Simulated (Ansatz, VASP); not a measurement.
TiAl: VASP beside Ansatz

POSCAR

```
TiAl
1.0
    3.1790640000      0.0119214900      0.0000000000
    0.0119214900      3.1790640000      0.0000000000
    0.0000000000      0.0000000000      3.1790640000
Ti Al
1 1
Direct
    0.0000000000      0.0000000000      0.0000000000
    0.5000000000      0.5000000000      0.5000000000
```

Contents of INCAR.step1:

```
ALGO     = Normal         # electronic algorithm
EDIFF    = 1E-4           # SCF threshold, eV
ENCUT    = 520            # plane-wave cutoff, eV
GGA      = PE             # functional
ISMEAR   = 0              # smearing method
LASPH    = T              # aspherical terms in the spheres
LCHARG   = F              # write CHGCAR
LREAL    = F              # projectors in reciprocal space
LWAVE    = T              # write WAVECAR
NBANDS   = 14             # bands
NELM     = 60             # most SCF steps
PREC     = Accurate       # precision mode
SIGMA    = 0.15           # smearing width, eV
```

INCAR.step2

```
ALGO     = Normal         # electronic algorithm
EDIFF    = 1E-6           # SCF threshold, eV
ENCUT    = 520            # plane-wave cutoff, eV
ISIF     = 2              # what is computed and relaxed
ISMEAR   = 0              # smearing method
ISTART   = 1            
LASPH    = T              # aspherical terms in the spheres
LCHARG   = F              # write CHGCAR
LMIXTAU  = T            
LREAL    = F              # projectors in reciprocal space
LWAVE    = F              # write WAVECAR
METAGGA  = R2SCAN         # meta-GGA
NBANDS   = 14             # bands
NELM     = 60             # most SCF steps
PREC     = Accurate       # precision mode
SIGMA    = 0.15           # smearing width, eV
```

The input KPOINTS:

```
k-points
0
Gamma
  16 16 16
```

Input for Ansatz:

```yaml
crystal:
  lattice:
    - [3.179064, 0.01192149, 0.0]
    - [0.01192149, 3.179064, 0.0]
    - [0.0, 0.0, 3.179064]
  atoms:
    - { symbol: Ti, position: [0.0, 0.0, 0.0] }
    - { symbol: Al, position: [0.5, 0.5, 0.5] }
basis:
  ecutwfc: 500
kpoints:
  mp_grid: { grid: [16, 16, 16] }
hamiltonian:
  xc: r2scan
scf:
  occupations: { method: gaussian, width: 0.15 }
output:
  forces: true
  stress: true
  eigenvalues: true
```

Change from the starting cell: strain +0.0075 x Voigt [0, 0, 0, 0, 0, 1], atoms carried along.

Alike in both runs: task single point; functional r2SCAN; k mesh 16 × 16 × 16; occupations gaussian, width 0.15 eV; no spin polarisation.

|  | VASP | Ansatz |
| --- | --- | --- |
| version | VASP 6.6.1 | Ansatz 0.2.0 |
| potentials or method | VASP PAW PBE potentials, release 64 (Ti_sv, Al), cutoff 520 eV | scalar-relativistic, plane waves, PAW |
| valence electrons in the cell | 15 | 15 |

|  | VASP | Ansatz | Ansatz less VASP |
| --- | --- | --- | --- |
| gap on the k mesh at the Fermi level (eV) | none | none | - |
| pressure (GPa) | -0.7 | -0.8 | -0.07 |
| traceless stress, the component that is largest in VASP (GPa) | -0.58 | -0.58 | -0.003 |

VASP's potentials were made for PBE, not for r2SCAN. A gap of «none» marks a metal or a gap that the smearing closes.
